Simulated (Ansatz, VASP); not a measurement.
**LaPSe4 in VASP and in Ansatz**

```
La P Se
1.0
     4.11611    0.00000    0.00000
    -2.05806    3.56466    0.00000
     0.00000    0.00000   10.88662
La P Se
1 1 4
Direct
  0.66667 0.33333 0.50000
  0.66667 0.33333 0.00000
  0.33333 0.66667 0.66637
  0.00000 0.00000 0.88112
  0.00000 0.00000 0.11888
  0.33333 0.66667 0.33363
```

Change from the starting cell: species swapped into the TaWSe4 type (P-6m2, No. 187).

Alike in both runs: functional PBE; k mesh 4 × 4 × 1; occupations gaussian, width 0.15 eV; no spin polarisation.

Ansatz relaxed the structure, and its values are those at the end. VASP's run is a single point on that final structure, the one shown.

|  | VASP | Ansatz |
| --- | --- | --- |
| version | VASP 6.6.1 | Ansatz 0.2.0 |
| potentials or method | VASP PAW PBE potentials, release 64 (La, P, Se), cutoff 500 eV | scalar-relativistic, plane waves, PAW |
| valence electrons in the cell | 40 | 80 |

```tsv
	VASP	Ansatz	Ansatz less VASP
gap on the k mesh at the Fermi level (eV)	none	none	-
pressure (GPa)	0.3	0.3	+0.01
```

A gap of «none» marks a metal or a gap that the smearing closes. The functional is the same, so the differences come from potentials, cutoffs and numerics. VASP's potentials hold 40 valence electrons a cell and Ansatz's 80, so a difference there can come from the potentials and not from the codes.

The k mesh is coarse, so the values compare programs but aren't converged. Neither program's run includes spin-orbit coupling.
